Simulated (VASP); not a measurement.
Set up this calculation in VASP 6.6.1, as the native input.

```yaml
Task: single point
Functional: LDA
Potentials_or_basis: VASP PAW LDA potentials, release 64 (Ti_sv)
Cutoff: 520 eV
k_mesh: 20 × 20 × 20
Occupations: gaussian, width 0.15 eV
Spin: no spin polarisation
Dipole_correction: no
Further_INCAR_settings: ALGO = Normal; EDIFF = 1e-06; NBANDS = 12
```

The structure of Ti lies in POSCAR:

```
Ti
1.0
    0.0000000000      2.0355433753      2.0005340298
    2.0005340298      0.0000000000      2.0005340298
    2.0005340298      2.0355433753      0.0000000000
Ti
1
Direct
    0.0000000000      0.0000000000      0.0000000000
```

This isn't the form of Ti at room conditions, which is hcp.

This cell differs from its parent crystal: normal strain along x +0.0000, normal strain along y +0.0175.

The input as run:

INCAR

```
  ALGO = Normal
  EDIFF = 1E-6
  ENCUT = 520
  GGA = CA
  ISIF = 2
  ISMEAR = 0
  LASPH = T
  LCHARG = F
  LREAL = F
  LWAVE = F
  NBANDS = 12
  NELM = 60
  PREC = Accurate
  SIGMA = 0.15
```

KPOINTS

```
k-points
0
Gamma
  20 20 20
```

Potentials or basis: VASP PAW LDA potentials, release 64 (Ti_sv).

Run with:

```bash
$ cat potpaw_LDA.64/Ti_sv/POTCAR > POTCAR
$ mpirun -np 1 vasp_std > vasp.out
```

It gave:

- Pressure: -2.1 GPa
- Band gap on the k mesh: zero (bands 6 and 7 overlap by 1.28 eV)

Caveat: the cell differs from its parent crystal (normal strain along x +0.0000, normal strain along y +0.0175).

It took 69 s on 1 thread of AMD EPYC 9R45 (Zen 5), with other jobs on the host, peak memory 0.2 GiB.
